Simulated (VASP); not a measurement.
# Sb2Se3 (R-3m) in VASP: single point with PBEsol

Aim: the single point of Sb2Se3 with PBEsol.

All numbers are computed with VASP 6.6.1; they aren't measurements. Logs are shortened: lines on timing, memory, paths and dates and some standing lists are left out, and cuts for length are marked.

### Step 1. The cell of the first run

Symmetry: R-3m, No. 166, trigonal system. The conventional cell has a = 3.925 Å, b = 3.925 Å, c = 26.927 Å, α = 90.00°, β = 90.00°, γ = 120.00°. Within 3.6 Å of Sb (site symmetry 3m) lie 6 Se at 2.76 to 2.91 Å. Within 4.1 Å of Se (site symmetry -3m) lie 6 Sb at 2.91 Å and 12 Se at 3.93 to 4.08 Å. Within 3.6 Å of Se (site symmetry 3m) lie 3 Sb at 2.76 Å and 3 Se at 3.14 Å.

### Step 2. Single point, PBEsol

INCAR

```
PREC = Accurate ; ENCUT = 520
EDIFF = 1E-6 ; ISMEAR = 0
SIGMA = 0.02 ; LREAL = F
LASPH = T ; NELM = 80
ALGO = Normal ; ISIF = 2
LWAVE = F ; LCHARG = F
GGA = PS ; NBANDS = 22
```

KPOINTS

```
Automatic mesh
0
Gamma
  10 10 10
```

POSCAR

```
Sb2Se3
1.0
    1.9625578953     -1.1330833291      8.9755219012
    0.0000000000      2.2661666583      8.9755219012
   -1.9625578953     -1.1330833291      8.9755219012
Sb Se
2 3
Direct
    0.4012386996      0.4012386996      0.4012386996
    0.5987613004      0.5987613004      0.5987613004
    0.0000000000      0.0000000000      0.0000000000
    0.2071176279      0.2071176279      0.2071176279
    0.7928823721      0.7928823721      0.7928823721
```

Potentials or basis: VASP PAW PBE potentials, release 64 (Sb, Se).

Run with:

```bash
> cat potpaw_PBE.64/Sb/POTCAR potpaw_PBE.64/Se/POTCAR > POTCAR
> mpirun -np 1 vasp_std > vasp.out
```

OUTCAR:

```text
PREC = Accurate
   ENCUT = 520
   EDIFF = 1E-6
   ISMEAR = 0
   LREAL = F
   LASPH = T
   NELM = 80
   ISIF = 2
   GGA = PS

 ion  position               nearest neighbor table
   1  0.401  0.401  0.401-   5 2.76   5 2.76   5 2.76   3 2.91   3 2.91   3 2.91
   2  0.599  0.599  0.599-   4 2.76   4 2.76   4 2.76   3 2.91   3 2.91   3 2.91
   3  0.000  0.000  0.000-   2 2.91   1 2.91   2 2.91   1 2.91   2 2.91   1 2.91
   4  0.207  0.207  0.207-   2 2.76   2 2.76   2 2.76
   5  0.793  0.793  0.793-   1 2.76   1 2.76   1 2.76

  LATTYP: Found a trigonal (rhomboedric) cell.
 ALAT       =     9.2571866527
 COS(alpha) =     0.9101088557

  Lattice vectors:

 A1 = (   1.9625578953,  -1.1330833291,   8.9755219012)
 A2 = (   0.0000000000,   2.2661666583,   8.9755219012)
 A3 = (  -1.9625578953,  -1.1330833291,   8.9755219012)

Analysis of symmetry for initial positions (statically):
=====================================================================
 Subroutine PRICEL returns:
 Original cell was already a primitive cell.

 Routine SETGRP: Setting up the symmetry group for a
 trigonal (rhombohedral) supercell.

 Subroutine GETGRP returns: Found 12 space group operations
 (whereof 12 operations were pure point group operations)
 out of a pool of 12 trial point group operations.

The static configuration has the point symmetry D_3d.

Analysis of symmetry for dynamics (positions and initial velocities):
=====================================================================
 Subroutine PRICEL returns:
 Original cell was already a primitive cell.

 Routine SETGRP: Setting up the symmetry group for a
 trigonal (rhombohedral) supercell.

 Subroutine GETGRP returns: Found 12 space group operations
 (whereof 12 operations were pure point group operations)
 out of a pool of 12 trial point group operations.

The dynamic configuration has the point symmetry D_3d.

 Subroutine INISYM returns: Found 12 space group operations
 (whereof 12 operations are pure point group operations),
 and found     1 'primitive' translations

----------------------------------------------------------------------------------------

                                     Primitive cell

  volume of cell :     119.7555

  direct lattice vectors                    reciprocal lattice vectors
     1.962557895 -1.133083329  8.975521901     0.254769554 -0.147091271  0.037138045
     0.000000000  2.266166658  8.975521901     0.000000000  0.294182541  0.037138045
    -1.962557895 -1.133083329  8.975521901    -0.254769554 -0.147091271  0.037138045

  length of vectors
     9.257186653  9.257186653  9.257186653     0.296517456  0.296517456  0.296517456

  position of ions in fractional coordinates (direct lattice)
     0.401238700  0.401238700  0.401238700
     0.598761300  0.598761300  0.598761300
     0.000000000  0.000000000  0.000000000
     0.207117628  0.207117628  0.207117628
     0.792882372  0.792882372  0.792882372

  ion indices of the primitive-cell ions
   primitive index   ion index
                 1           1
                 2           2
                 3           3
                 4           4
                 5           5

----------------------------------------------------------------------------------------

 KPOINTS: Automatic mesh

Automatic generation of k-mesh.
 Grid dimensions read from file:
 generate k-points for:   10   10   10

 Generating k-lattice:

  Cartesian coordinates                     Fractional coordinates (reciprocal lattice)
     0.025476955 -0.014709127  0.003713804     0.100000000  0.000000000 -0.000000000
     0.000000000  0.029418254  0.003713804     0.000000000  0.100000000  0.000000000
    -0.025476955 -0.014709127  0.003713804    -0.000000000  0.000000000  0.100000000

  Length of vectors
     0.029651746  0.029651746  0.029651746

  Shift w.r.t. Gamma in fractional coordinates (k-lattice)
     0.000000000  0.000000000  0.000000000

 Subroutine IBZKPT returns following result:
 ===========================================

 Found    116 irreducible k-points:

 Following reciprocal coordinates:
            Coordinates               Weight
  0.000000  0.000000  0.000000      1.000000
  0.100000  0.000000 -0.000000      6.000000
  0.200000  0.000000 -0.000000      6.000000
  0.300000 -0.000000 -0.000000      6.000000
  0.400000  0.000000 -0.000000      6.000000
  0.500000  0.000000  0.000000      3.000000
[... 16 lines left out ...]
  0.300000  0.300000 -0.000000      6.000000
  0.400000  0.300000 -0.000000     12.000000
 [... further k-points ...]
   k-points           NKPTS =    116   k-points in BZ     NKDIM =    116   number of bands    NBANDS=     22
   number of dos      NEDOS =    301   number of ions     NIONS =      5
   total plane-waves  NPLWV = 343000
   dimension x,y,z NGX =    70 NGY =   70 NGZ =   70
   dimension x,y,z NGXF=   140 NGYF=  140 NGZF=  140
   ions per type =               2   3
   NGX,Y,Z   is equivalent  to a cutoff of  12.57, 12.57, 12.57 a.u.
   NGXF,Y,Z  is equivalent  to a cutoff of  25.14, 25.14, 25.14 a.u.
 SYSTEM =  unknown system
   PREC   = accura    normal or accurate (medium, high low for compatibility)
   ISTART =      0    job   : 0-new  1-cont  2-samecut
   ICHARG =      2    charge: 1-file 2-atom 10-const
   ISPIN  =      1    spin polarized calculation?
   LNONCOLLINEAR =      F non collinear calculations
   LSORBIT =      F    spin-orbit coupling
   LASPH  =      T    aspherical Exc in radial PAW
   ENCUT  =  520.0 eV  38.22 Ry    6.18 a.u.  17.21 17.21 17.21*2*pi/ulx,y,z
   NELM   =     80;   NELMIN=  2; NELMDL= -5     # of ELM steps
   EDIFF  = 0.1E-05   stopping-criterion for ELM
   LREAL  =      F    real-space projection
   EDIFFG = 0.1E-04   stopping-criterion for IOM
   NSW    =      0    number of steps for IOM
   IBRION =     -1    ionic relax: 0-MD 1-quasi-New 2-CG
   NFREE  =      0    steps in history (QN), initial steepest desc. (CG)
   ISIF   =      2    stress and relaxation
   ISYM   =      2    0-nonsym 1-usesym 2-fastsym
   POTIM  = 0.5000    time-step for ionic-motion
   TEBEG  =    0.0;   TEEND  =   0.0 temperature during run
   PSTRESS=    0.0 pullay stress
   NELECT =      28.0000    total number of electrons
   NUPDOWN=      -1.0000    fix difference up-down
   EMIN   =  10.00;   EMAX   =-10.00  energy-range for DOS
   EFERMI =   0.00;   METHOD = LEGACY
   ISMEAR =     0;   SIGMA  =   0.02  broadening in eV -4-tet -1-fermi 0-gaus
   EFERMI_NEDOS =   21; number of points for ismear=-14 and -15
   IALGO  =     38    algorithm
   IMIX   =      4    mixing-type and parameters
     AMIX     =   0.40;   BMIX     =  1.00
     AMIX_MAG =   1.60;   BMIX_MAG =  1.00
  volume/ion in A,a.u.               =      23.95       161.63
  Fermi-wavevector in a.u.,A,eV,Ry     =   1.008546  1.905876 13.839373  1.017165
  Thomas-Fermi vector in A             =   2.141420
   LORBIT       =      0    0 simple, 1 ext, 2 COOP (PROOUT), +10 PAW based schemes
   GGA     = PS    functional components
   LHFCALC =     F    Hartree Fock is set to
   AEXX    =    0.0000 exact exchange contribution
   IVDW    =     0    specifies the selected vdW correction
   LEPSILON=     F    determine dielectric tensor
   LRPA    =     F    only Hartree local field effects (RPA)
 non-spin polarized calculation
 Gauss-broadening in eV      SIGMA  =   0.02
  energy-cutoff  :      520.00
  volume of cell :      119.76
 maximum number of plane-waves:      3249
 NGX is ok and might be reduce to    70
   NGX = 35   NGY = 35   NGZ = 35

 number of electron      28.0000002 magnetization

 Free energy of the ion-electron system (eV)
  ---------------------------------------------------
  ext. energy  EPLUGINS =         0.00000000
  ---------------------------------------------------
  free energy    TOTEN  =       -21.83538277 eV

  energy without entropy =      -21.83538277  energy(sigma->0) =      -21.83538277

 E-fermi :   6.7567     XC(G=0): -10.1452

 val. band max:        6.6560425793   @ k =   0.5000   0.2000   0.2000
 cond. band min:       6.9236300076   @ k =   0.5000   0.0000   0.0000
 fundamental gap:      0.2675874283
 Fermi energy:         6.7566836266

 k-point     1 :       0.0000    0.0000    0.0000
  band No.  band energies     occupation
      1      -8.8325      2.00000
      2      -7.5765      2.00000
      3      -7.4741      2.00000
      4      -2.4937      2.00000
      5      -1.5513      2.00000
      6       4.0385      2.00000
[... 14 lines left out ...]
     21      11.4863      0.00000
     22      12.6608      0.00000

 k-point     2 :       0.1000    0.0000   -0.0000
  band No.  band energies     occupation
      1      -8.7327      2.00000
      2      -7.5365      2.00000
      3      -7.3657      2.00000
      4      -2.5303      2.00000
      5      -1.5923      2.00000
      6       2.9191      2.00000
[... 14 lines left out ...]
     21      11.2743      0.00000
     22      11.8467      0.00000

 k-point     3 :       0.2000    0.0000   -0.0000
  band No.  band energies     occupation
      1      -8.4410      2.00000
      2      -7.3882      2.00000
      3      -7.1034      2.00000
      4      -2.6940      2.00000
      5      -1.7651      2.00000
      6       2.0435      2.00000
[... 14 lines left out ...]
     21      10.4912      0.00000
     22      11.9937      0.00000

 k-point     4 :       0.3000   -0.0000   -0.0000
  band No.  band energies     occupation
      1      -7.9860      2.00000
      2      -7.1590      2.00000
      3      -6.7858      2.00000
      4      -3.0545      2.00000
      5      -2.1332      2.00000
      6       0.8579      2.00000
[... 14 lines left out ...]
     21      11.0754      0.00000
     22      12.4048      0.00000

 k-point     5 :       0.4000    0.0000   -0.0000
  band No.  band energies     occupation
      1      -7.4437      2.00000
      2      -6.9346      2.00000
      3      -6.6002      2.00000
      4      -3.4176      2.00000
      5      -2.6343      2.00000
      6       0.0076      2.00000
[... 14 lines left out ...]
     21      10.9821      0.00000
     22      11.9857      0.00000

 k-point     6 :       0.5000    0.0000    0.0000
  band No.  band energies     occupation
      1      -7.0937      2.00000
      2      -6.8105      2.00000
      3      -6.6773      2.00000
      4      -3.5007      2.00000
      5      -2.9407      2.00000
      6      -0.2951      2.00000
[... 14 lines left out ...]
     21      10.7518      0.00000
     22      11.9287      0.00000

 k-point     7 :       0.1000    0.1000    0.0000
  band No.  band energies     occupation
      1      -8.7280      2.00000
      2      -7.6006      2.00000
      3      -7.3017      2.00000
      4      -2.5593      2.00000
      5      -1.5675      2.00000
      6       2.9432      2.00000
[... 324 lines left out ...]
      6       0.0141      2.00000
[... 14 lines left out ...]
     21      10.9624      0.00000
     22      11.7826      0.00000

 k-point    21 :      -0.3000    0.2000    0.0000
  band No.  band energies     occupation
      1      -7.2561      2.00000
      2      -6.7208      2.00000
      3      -6.6044      2.00000
      4      -3.3114      2.00000
      5      -2.9976      2.00000
      6       0.2121      2.00000
[... 14 lines left out ...]
     21      10.7758      0.00000
     22      12.4005      0.00000

 k-point    22 :      -0.2000    0.2000    0.0000
  band No.  band energies     occupation
      1      -7.7519      2.00000
      2      -6.8626      2.00000
      3      -6.8061      2.00000
      4      -2.9656      2.00000
      5      -2.6500      2.00000
      6       0.8349      2.00000
[... 14 lines left out ...]
     21      10.9927      0.00000
     22      11.0232      0.00000

 k-point    23 :       0.3000    0.3000   -0.0000
  band No.  band energies     occupation
      1      -7.9577      2.00000
      2      -7.2636      2.00000
      3      -6.7094      2.00000
      4      -2.8707      2.00000
      5      -2.3580      2.00000
      6       0.5440      2.00000
[... 14 lines left out ...]
     21      10.2907      0.00000
     22      12.5315      0.00000

 k-point    24 :       0.4000    0.3000   -0.0000
  band No.  band energies     occupation
      1      -7.6267      2.00000
      2      -7.0821      2.00000
      3      -6.5899      2.00000
      4      -3.0977      2.00000
      5      -2.6240      2.00000
      6       0.2467      2.00000
[... 14 lines left out ...]
     21      10.7348      0.00000
     22      12.5745      0.00000

 [... further k-points ...]

------------------------ aborting loop because EDIFF is reached ----------------------------------------

  FORCE on cell =-STRESS in cart. coord.  units (eV):
  Direction    XX          YY          ZZ          XY          YZ          ZX
  --------------------------------------------------------------------------------------
  -------------------------------------------------------------------------------------
  Total        3.8238071      3.8238071      3.8259945      0.0000000      0.0000000     -0.0000000
  in kB       51.1577310     51.1577310     51.1869949      0.0000000      0.0000000     -0.0000000
  external PRESSURE =      51.1674856 kB  Pullay stress =       0.0000000 kB

 VOLUME and BASIS-vectors are now :
 -----------------------------------------------------------------------------
  energy-cutoff  :      520.00
  volume of cell :      119.76
      direct lattice vectors                 reciprocal lattice vectors
     1.962557895 -1.133083329  8.975521901     0.254769554 -0.147091271  0.037138045
     0.000000000  2.266166658  8.975521901     0.000000000  0.294182541  0.037138045
    -1.962557895 -1.133083329  8.975521901    -0.254769554 -0.147091271  0.037138045

 POSITION                                       TOTAL-FORCE (eV/Angst)
 -----------------------------------------------------------------------------------
      0.00000      0.00000     10.80398         0.000000     -0.000000     -0.036881
      0.00000      0.00000     16.12259         0.000000      0.000000      0.036881
      0.00000      0.00000      0.00000         0.000000     -0.000000      0.000000
      0.00000      0.00000      5.57697         0.000000     -0.000000     -0.035630
      0.00000      0.00000     21.34960         0.000000      0.000000      0.035630
 -----------------------------------------------------------------------------------
    total drift:                               -0.000000      0.000000     -0.000000

  FREE ENERGIE OF THE ION-ELECTRON SYSTEM (eV)
  ---------------------------------------------------
  free  energy   TOTEN  =       -21.8353827665 eV

  energy  without entropy=      -21.8353827665  energy(sigma->0) =      -21.83538277
```

Run time: 29 min. Hardware: 1 thread of Intel Xeon 8259CL, shared host; peak memory 0.83 GiB.

Results:

```
Free energy            : -21.8354 eV
Pressure               : 5.1 GPa
Largest force          : 0.037 eV/Å
Band gap on the k mesh : 0.27 eV (least direct gap 0.33 eV)
```

Forces in eV/Å, atoms in the order of the input:
```
Sb   0.000  0.000 -0.037
Sb   0.000  0.000  0.037
Se   0.000  0.000  0.000
Se   0.000  0.000 -0.036
Se   0.000  0.000  0.036
```

Levels at points of the mesh, in eV from the valence-band top:
| k point | band 12 | band 13 | band 14 | band 15 | band 16 | band 17 |
| --- | --- | --- | --- | --- | --- | --- |
| (0.00, 0.00, 0.00) | -1.81 | -1.81 | -0.14 | 0.48 | 0.62 | 0.62 |
| (0.50, 0.00, 0.00) | -3.30 | -1.82 | -0.35 | 0.27 | 0.97 | 2.53 |
| (0.50, 0.50, 0.00) | -2.66 | -2.43 | -1.02 | 0.54 | 1.48 | 2.13 |
| (0.50, 0.50, 0.50) | -2.13 | -1.25 | -0.88 | 0.92 | 1.17 | 1.17 |

Caveat: the cell stands under pressure; the PAW data sets were made with another functional, which shifts forces and pressure a little; spin-orbit coupling is left out, which moves the levels of the heavy elements. A k mesh can miss the band edges.
